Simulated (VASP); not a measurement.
# TaN (Fm-3m) in VASP: notebook

The runs below take TaN through vibrations by perturbation theory, with PBE.

Everything below comes from runs of VASP 6.6.1. Logs are shortened: lines on timing, memory, paths and dates and some standing lists are left out, and cuts for length are marked.

## Step 1: The cell of the first run

The structure is cubic, space group Fm-3m (No. 225). Conventional cell: a = 4.369 Å, b = 4.369 Å, c = 4.369 Å, α = 90.00°, β = 90.00°, γ = 90.00°. Ta (site symmetry m-3m) has 6 N at 2.18 Å within 2.9 Å. N (site symmetry m-3m) has 6 Ta at 2.18 Å within 2.9 Å.

## Step 2: Vibrations by perturbation theory, PBE

Input file INCAR:

```
PREC = Accurate
ENCUT = 520
EDIFF = 1E-8
ISMEAR = -1
SIGMA = 0.15
LREAL = False
LASPH = True
NELM = 60
ALGO = Normal
ISIF = 2
LWAVE = False
LCHARG = False
GGA = PE
NBANDS = 15
IBRION = 8
NSW = 1
```

Input file KPOINTS:

```
regular mesh
0
Gamma
  16 16 16
```

Input file POSCAR:

```
TaN
1.0
    0.0000000000      2.1843744755      2.1843744755
    2.1843744755      0.0000000000      2.1843744755
    2.1843744755      2.1843744755      0.0000000000
Ta N
1 1
Direct
    0.5000000000      0.5000000000      0.5000000000
    0.0000000000      0.0000000000      0.0000000000
```

Potentials or basis: VASP PAW PBE potentials, release 64 (Ta_pv, N).

Run with:

```bash
$ cat potpaw_PBE.64/Ta_pv/POTCAR potpaw_PBE.64/N/POTCAR > POTCAR
$ mpirun -np 1 vasp_std > vasp.out
```

OUTCAR:

```text
PREC = Accurate
   ENCUT = 520
   EDIFF = 1E-8
   ISMEAR = -1
   LREAL = False
   LASPH = True
   NELM = 60
   ISIF = 2
   GGA = PE
   IBRION = 8
   NSW = 1

 ion  position               nearest neighbor table
   1  0.500  0.500  0.500-   2 2.18   2 2.18   2 2.18   2 2.18   2 2.18   2 2.18
   2  0.000  0.000  0.000-   1 2.18   1 2.18   1 2.18   1 2.18   1 2.18   1 2.18

  LATTYP: Found a face centered cubic cell.
 ALAT       =     4.3687489510

  Lattice vectors:

 A1 = (   0.0000000000,   2.1843744755,   2.1843744755)
 A2 = (   2.1843744755,   0.0000000000,   2.1843744755)
 A3 = (   2.1843744755,   2.1843744755,   0.0000000000)

Analysis of symmetry for initial positions (statically):
=====================================================================
 Subroutine PRICEL returns:
 Original cell was already a primitive cell.

 Routine SETGRP: Setting up the symmetry group for a
 face centered cubic supercell.

 Subroutine GETGRP returns: Found 48 space group operations
 (whereof 48 operations were pure point group operations)
 out of a pool of 48 trial point group operations.

The static configuration has the point symmetry O_h .

Analysis of symmetry for dynamics (positions and initial velocities):
=====================================================================
 Subroutine PRICEL returns:
 Original cell was already a primitive cell.

 Routine SETGRP: Setting up the symmetry group for a
 face centered cubic supercell.

 Subroutine GETGRP returns: Found 48 space group operations
 (whereof 48 operations were pure point group operations)
 out of a pool of 48 trial point group operations.

The dynamic configuration has the point symmetry O_h .

 Subroutine INISYM returns: Found 48 space group operations
 (whereof 48 operations are pure point group operations),
 and found     1 'primitive' translations

----------------------------------------------------------------------------------------

[... 590 lines left out ...]
  external PRESSURE =     129.3338859 kB  Pullay stress =       0.0000000 kB

 VOLUME and BASIS-vectors are now :
 -----------------------------------------------------------------------------
  energy-cutoff  :      520.00
  volume of cell :       20.85
      direct lattice vectors                 reciprocal lattice vectors
     0.000000000  2.184374475  2.184374475    -0.228898481  0.228898481  0.228898481
     2.184374475  0.000000000  2.184374475     0.228898481 -0.228898481  0.228898481
     2.184374475  2.184374475  0.000000000     0.228898481  0.228898481 -0.228898481

 POSITION                                       TOTAL-FORCE (eV/Angst)
 -----------------------------------------------------------------------------------
      2.18437      2.18437      2.18437         0.000000      0.000000      0.000000
      0.00000      0.00000      0.00000         0.000000      0.000000     -0.000000
 -----------------------------------------------------------------------------------
    total drift:                                0.000000     -0.000000     -0.000000

  FREE ENERGIE OF THE ION-ELECTRON SYSTEM (eV)
  ---------------------------------------------------
  free  energy   TOTEN  =       -21.8270313032 eV

  energy  without entropy=      -21.7666650657  energy(sigma->0) =      -21.79684818

[... ionic steps 2 to 3 ...]

--------------------------------------- Ionic step        4  -------------------------------------------

------------------------ aborting loop because EDIFF is reached ----------------------------------------

[... ionic steps 5 to 6 ...]

--------------------------------------- Ionic step        7  -------------------------------------------

 Free energy of the ion-electron system (eV)
  ---------------------------------------------------
  ---------------------------------------------------
  free energy    TOTEN  =        -0.23566878 eV

  energy without entropy =       -0.23566878

------------------------ aborting loop because EDIFF is reached ----------------------------------------

 INTERNAL STRAIN TENSOR  FOR ION    2  DIRECTION 1   (eV/Angst):
 -----------------------------------------------------------------------------
     0.04406  0.00000 -0.00000
    -0.00000 -0.02005  0.00000
     0.00000  0.00000 -0.02005

 INTERNAL STRAIN TENSOR FOR ION    2 for displacements in x,y,z  (eV/Angst):
          X           Y           Z          XY          YZ          ZX
  --------------------------------------------------------------------------------
  x     0.00000     0.00000     0.00000     0.00000     0.00000     0.00000
  y     0.00000     0.00000     0.00000     0.00000     0.00000     0.00000
  z     0.00000     0.00000     0.00000     0.00000     0.00000     0.00000

 SECOND DERIVATIVES (NOT SYMMETRIZED)
 ------------------------------------
               1X          1Y          1Z          2X          2Y          2Z
  1X    -8.674655    0.000000    0.000000    8.674655    0.000000    0.000000
  1Y     0.000000   -8.674655    0.000000    0.000000    8.674655    0.000000
  1Z     0.000000    0.000000   -8.674655    0.000000    0.000000    8.674655
  2X     8.677526    0.000000    0.000000   -8.677526    0.000000    0.000000
  2Y     0.000000    8.677526    0.000000    0.000000   -8.677526    0.000000
  2Z     0.000000    0.000000    8.677526    0.000000    0.000000   -8.677526

 Eigenvectors and eigenvalues of the dynamical matrix
 ----------------------------------------------------

   1 f  =   12.774609 THz    80.265235 2PiTHz  426.115087 cm-1    52.831514 meV
             X         Y         Z           dx          dy          dz
      2.184374  2.184374  2.184374     0.000000    0.267949    0.000000
      0.000000  0.000000  0.000000     0.000000   -0.963433    0.000000
[... 21 lines left out ...]
   6 f/i=    0.000546 THz     0.003429 2PiTHz    0.018202 cm-1     0.002257 meV
             X         Y         Z           dx          dy          dz
      2.184374  2.184374  2.184374     0.000000    0.000000    0.963433
      0.000000  0.000000  0.000000     0.000000    0.000000    0.267949

--------------------------------------------------------------------------------------------------------

 ELASTIC MODULI CONTR FROM IONIC RELAXATION (kBar)
 Direction    XX          YY          ZZ          XY          YZ          ZX
 --------------------------------------------------------------------------------
 XX           0.0000      0.0000      0.0000      0.0000      0.0000      0.0000
 YY           0.0000      0.0000      0.0000      0.0000      0.0000      0.0000
 ZZ           0.0000      0.0000      0.0000      0.0000      0.0000      0.0000
 XY           0.0000      0.0000      0.0000      0.0000      0.0000      0.0000
 YZ           0.0000      0.0000      0.0000      0.0000      0.0000      0.0000
 ZX           0.0000      0.0000      0.0000      0.0000      0.0000      0.0000
 --------------------------------------------------------------------------------
```

OSZICAR:

```text
N       E                     dE             d eps       ncg     rms          rms(c)
DAV:   1     0.901496731190E+02    0.90150E+02   -0.88663E+03  4350   0.113E+03
DAV:   2    -0.220535105914E+02   -0.11220E+03   -0.10545E+03  5407   0.304E+02
DAV:   3    -0.248410339655E+02   -0.27875E+01   -0.27660E+01  4777   0.447E+01
DAV:   4    -0.248515349859E+02   -0.10501E-01   -0.10496E-01  5845   0.293E+00
[... 46 lines left out ...]
RMM:  10    -0.235668725218E+00    0.18978E-06    0.90222E-09 20283   0.487E-05    0.474E-06
RMM:  11    -0.235668757920E+00   -0.32702E-07   -0.26267E-09 18863   0.111E-05    0.112E-06
RMM:  12    -0.235668789267E+00   -0.31347E-07    0.39044E-10 16730   0.423E-06    0.361E-07
RMM:  13    -0.235668784568E+00    0.46989E-08    0.59696E-10  8134   0.185E-06    0.105E-07
 Linear response finished
```

stdout:

```text
POSCAR found type information on POSCAR TaN
 POSCAR found :  2 types and       2 ions
 scaLAPACK will be used
 LDA part: xc-table for (Slater+PW92), standard interpolation
 POSCAR, INCAR and KPOINTS ok, starting setup
 FFT: planning ... GRIDC
 FFT: planning ... GRID_SOFT
 FFT: planning ... GRID
 WAVECAR not read
 entering main loop
 Linear response reoptimize wavefunctions to high precision
 Linear response DOF=           2
 Linear response progress:
 first order change of Fermi-energy   0.32863E-03
 force on displaced ion       1 direction 1 :  -8.675   0.000   0.000
 Linear response progress:
 first order change of Fermi-energy  -0.65381E-04
 force on displaced ion       2 direction 1 :  -8.678   0.000   0.000
 Linear response finished
```

Wall time 3.9 min (1 thread of AMD EPYC 9R45 (Zen 5), shared host); peak memory 0.33 GiB.

What came out:

```yaml
Highest_phonon_frequency_at_Γ: 426 cm⁻¹
```

Phonon frequencies in cm⁻¹ (negative: imaginary):
| q point | frequencies |
| --- | --- |
| (0.000, 0.000, 0.000) | 0 0 0 426 426 426 |

Caveat: the cell stands under pressure or tension, which shifts response properties; spin-orbit coupling is left out, which moves the levels of the heavy elements.

## Step 3: Vibrations by perturbation theory, PBE

This run uses another cell than the first one, of 10.59 Å³/atom.

Input file INCAR:

```
PREC = Accurate
ENCUT = 520
EDIFF = 1E-8
ISMEAR = -1
SIGMA = 0.15
LREAL = F
LASPH = T
NELM = 80
ALGO = Normal
ISIF = 2
LWAVE = F
LCHARG = T
GGA = PE
IBRION = 8
NSW = 1
```

Input file KPOINTS:

```
Automatic mesh
0
Gamma
  16 16 16
```

Input file POSCAR:

```
TaN
1.0
    0.0000000000      2.1962985419      2.1962985419
    2.1962985419      0.0000000000      2.1962985419
    2.1962985419      2.1962985419      0.0000000000
Ta N
1 1
Direct
    0.5000000000      0.5000000000      0.5000000000
    0.0000000000      0.0000000000      0.0000000000
```

Potentials or basis: VASP PAW PBE potentials, release 64 (Ta_pv, N).

Run with:

```bash
$ cat potpaw_PBE.64/Ta_pv/POTCAR potpaw_PBE.64/N/POTCAR > POTCAR
$ mpirun -np 1 vasp_std > vasp.out
```

OUTCAR:

```text
PREC = Accurate
   ENCUT = 520
   EDIFF = 1E-8
   ISMEAR = -1
   LREAL = F
   LASPH = T
   NELM = 80
   ISIF = 2
   GGA = PE
   IBRION = 8
   NSW = 1

 ion  position               nearest neighbor table
   1  0.500  0.500  0.500-   2 2.20   2 2.20   2 2.20   2 2.20   2 2.20   2 2.20
   2  0.000  0.000  0.000-   1 2.20   1 2.20   1 2.20   1 2.20   1 2.20   1 2.20

  LATTYP: Found a face centered cubic cell.
 ALAT       =     4.3925970838

  Lattice vectors:

 A1 = (   0.0000000000,   2.1962985419,   2.1962985419)
 A2 = (   2.1962985419,   0.0000000000,   2.1962985419)
 A3 = (   2.1962985419,   2.1962985419,   0.0000000000)

Analysis of symmetry for initial positions (statically):
=====================================================================
 Subroutine PRICEL returns:
 Original cell was already a primitive cell.

 Routine SETGRP: Setting up the symmetry group for a
 face centered cubic supercell.

 Subroutine GETGRP returns: Found 48 space group operations
 (whereof 48 operations were pure point group operations)
 out of a pool of 48 trial point group operations.

The static configuration has the point symmetry O_h .

Analysis of symmetry for dynamics (positions and initial velocities):
=====================================================================
 Subroutine PRICEL returns:
 Original cell was already a primitive cell.

 Routine SETGRP: Setting up the symmetry group for a
 face centered cubic supercell.

 Subroutine GETGRP returns: Found 48 space group operations
 (whereof 48 operations were pure point group operations)
 out of a pool of 48 trial point group operations.

[... 542 lines left out ...]
    total drift:                                0.000000     -0.000000     -0.000000

  FREE ENERGIE OF THE ION-ELECTRON SYSTEM (eV)
  ---------------------------------------------------
  free  energy   TOTEN  =       -21.8484340236 eV

  energy  without entropy=      -21.7868154081  energy(sigma->0) =      -21.81762472

[... ionic steps 2 to 3 ...]

--------------------------------------- Ionic step        4  -------------------------------------------

------------------------ aborting loop because EDIFF is reached ----------------------------------------

[... ionic steps 5 to 6 ...]

--------------------------------------- Ionic step        7  -------------------------------------------

 Free energy of the ion-electron system (eV)
  ---------------------------------------------------
  ---------------------------------------------------
  free energy    TOTEN  =        -0.23528974 eV

  energy without entropy =       -0.23528974

------------------------ aborting loop because EDIFF is reached ----------------------------------------

 INTERNAL STRAIN TENSOR  FOR ION    2  DIRECTION 1   (eV/Angst):
 -----------------------------------------------------------------------------
     0.04494 -0.00000  0.00000
     0.00000 -0.02028 -0.00000
     0.00000 -0.00000 -0.02028

 INTERNAL STRAIN TENSOR FOR ION    2 for displacements in x,y,z  (eV/Angst):
          X           Y           Z          XY          YZ          ZX
  --------------------------------------------------------------------------------
  x     0.00000     0.00000     0.00000     0.00000     0.00000     0.00000
  y     0.00000     0.00000     0.00000     0.00000     0.00000     0.00000
  z     0.00000     0.00000     0.00000     0.00000     0.00000     0.00000

 SECOND DERIVATIVES (NOT SYMMETRIZED)
 ------------------------------------
               1X          1Y          1Z          2X          2Y          2Z
  1X    -7.850621    0.000000    0.000000    7.850621    0.000000    0.000000
  1Y     0.000000   -7.850621    0.000000    0.000000    7.850621    0.000000
  1Z     0.000000    0.000000   -7.850621    0.000000    0.000000    7.850621
  2X     7.842818    0.000000    0.000000   -7.842818    0.000000    0.000000
  2Y     0.000000    7.842818    0.000000    0.000000   -7.842818    0.000000
  2Z     0.000000    0.000000    7.842818    0.000000    0.000000   -7.842818

 Eigenvectors and eigenvalues of the dynamical matrix
 ----------------------------------------------------

   1 f  =   12.145248 THz    76.310844 2PiTHz  405.121869 cm-1    50.228688 meV
             X         Y         Z           dx          dy          dz
      2.196299  2.196299  2.196299     0.000000    0.268114    0.000000
      0.000000  0.000000  0.000000     0.000000   -0.963387    0.000000
[... 21 lines left out ...]
   6 f/i=    0.001560 THz     0.009801 2PiTHz    0.052034 cm-1     0.006451 meV
             X         Y         Z           dx          dy          dz
      2.196299  2.196299  2.196299    -0.100459    0.385514    0.877155
      0.000000  0.000000  0.000000    -0.027958    0.107290    0.244115

--------------------------------------------------------------------------------------------------------

 ELASTIC MODULI CONTR FROM IONIC RELAXATION (kBar)
 Direction    XX          YY          ZZ          XY          YZ          ZX
 --------------------------------------------------------------------------------
 XX           0.0000      0.0000      0.0000      0.0000      0.0000      0.0000
 YY           0.0000      0.0000      0.0000      0.0000      0.0000      0.0000
 ZZ           0.0000      0.0000      0.0000      0.0000      0.0000      0.0000
 XY           0.0000      0.0000      0.0000      0.0000      0.0000      0.0000
 YZ           0.0000      0.0000      0.0000      0.0000      0.0000      0.0000
 ZX           0.0000      0.0000      0.0000      0.0000      0.0000      0.0000
 --------------------------------------------------------------------------------
```

OSZICAR:

```text
N       E                     dE             d eps       ncg     rms          rms(c)
DAV:   1     0.880371338389E+02    0.88037E+02   -0.93148E+03  3488   0.142E+03
DAV:   2    -0.210867152855E+02   -0.10912E+03   -0.10317E+03  4032   0.336E+02
DAV:   3    -0.248239003977E+02   -0.37372E+01   -0.36175E+01  4344   0.563E+01
[... 42 lines left out ...]
RMM:   8    -0.235292848906E+00   -0.52745E-05   -0.14096E-07 14855   0.149E-03    0.212E-04
RMM:   9    -0.235289648857E+00    0.32000E-05    0.14152E-07 14389   0.584E-04    0.276E-05
RMM:  10    -0.235289625441E+00    0.23415E-07   -0.93070E-09 16389   0.174E-04    0.168E-05
RMM:  11    -0.235289764855E+00   -0.13941E-06   -0.21441E-08 15886   0.500E-05    0.737E-06
RMM:  12    -0.235289730218E+00    0.34637E-07   -0.10106E-09 15109   0.183E-05    0.243E-06
RMM:  13    -0.235289737065E+00   -0.68473E-08   -0.11733E-08 10699   0.827E-06    0.678E-07
 Linear response finished
```

stdout:

```text
POSCAR found type information on POSCAR TaN
 POSCAR found :  2 types and       2 ions
 scaLAPACK will be used
 LDA part: xc-table for (Slater+PW92), standard interpolation
 POSCAR, INCAR and KPOINTS ok, starting setup
 FFT: planning ... GRIDC
 FFT: planning ... GRID_SOFT
 FFT: planning ... GRID
 WAVECAR not read
 entering main loop
[... 19 lines left out ...]
 -----------------------------------------------------------------------------

 Linear response reoptimize wavefunctions to high precision
 Linear response DOF=           2
 Linear response progress:
 first order change of Fermi-energy   0.34303E-03
 force on displaced ion       1 direction 1 :  -7.851   0.000   0.000
 Linear response progress:
 first order change of Fermi-energy  -0.65488E-04
 force on displaced ion       2 direction 1 :  -7.843   0.000   0.000
 Linear response finished
```

Run time: 5.8 min. Hardware: 1 thread of Intel Xeon 8259CL, shared host; peak memory 0.36 GiB.

Results:

```yaml
Highest_phonon_frequency_at_Γ: 405 cm⁻¹
```

Phonon frequencies in cm⁻¹ (negative: imaginary):
```
              q point        frequencies
(0.000, 0.000, 0.000)  0 0 0 405 405 405
```

Caveat: the cell stands under pressure or tension, which shifts response properties; spin-orbit coupling is left out, which moves the levels of the heavy elements.

(Part 1 of 2 ends here.)
